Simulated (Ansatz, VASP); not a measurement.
Y: VASP beside Ansatz

Contents of INCAR:

```
PREC = Accurate ; ENCUT = 520
EDIFF = 1E-6 ; ISMEAR = -1
SIGMA = 0.1 ; LREAL = False
LASPH = True ; NELM = 80
ALGO = Normal ; ISIF = 2
LWAVE = False ; LCHARG = True
GGA = PS ; LELF = True
LVHAR = True ; NBANDS = 12
```

Contents of KPOINTS:

```
Automatic mesh
0
Gamma
  13 13 13
```

File POSCAR:

```
Y
1.0
    0.0000000000      2.2129847788      2.2129847788
    2.2129847788      0.0000000000      2.2129847788
    2.2129847788      2.2129847788      0.0000000000
Y
1
Direct
    0.0000000000      0.0000000000      0.0000000000
```

Input for Ansatz:

```yaml
crystal:
  lattice:
    - [0.0, 2.2129847788, 2.2129847788]
    - [2.2129847788, 0.0, 2.2129847788]
    - [2.2129847788, 2.2129847788, 0.0]
  atoms:
    - { symbol: "Y", position: [0.0, 0.0, 0.0] }
kpoints:
  mp_grid: { grid: [13, 13, 13] }
scf:
  occupations: { method: fermi_dirac, width: 0.1 }
hamiltonian:
  xc: pbesol
  pseudopotentials: { kind: all_electron, lapw: { basis_error: 0.001 } }
output:
  forces: true
  stress: true
  eigenvalues: true
  populations: true
```

Change from the starting cell: volume scaled by 0.7, LAPW.

Alike in both runs: task single point; functional PBEsol; k mesh 13 × 13 × 13; occupations fermi-dirac, width 0.1 eV; no spin polarisation.

|  | VASP | Ansatz |
| --- | --- | --- |
| version | VASP 6.6.1 | Ansatz 0.2.0 |
| potentials or method | VASP PAW PBE potentials, release 64 (Y_sv), cutoff 520 eV | all-electron LAPW, scalar-relativistic |

```csv
,VASP,Ansatz,Ansatz less VASP
pressure (GPa),25.0,25.4,+0.39
```

VASP's potentials were made for PBE, not for PBEsol. Ansatz ran all-electron here, and VASP with PAW potentials.
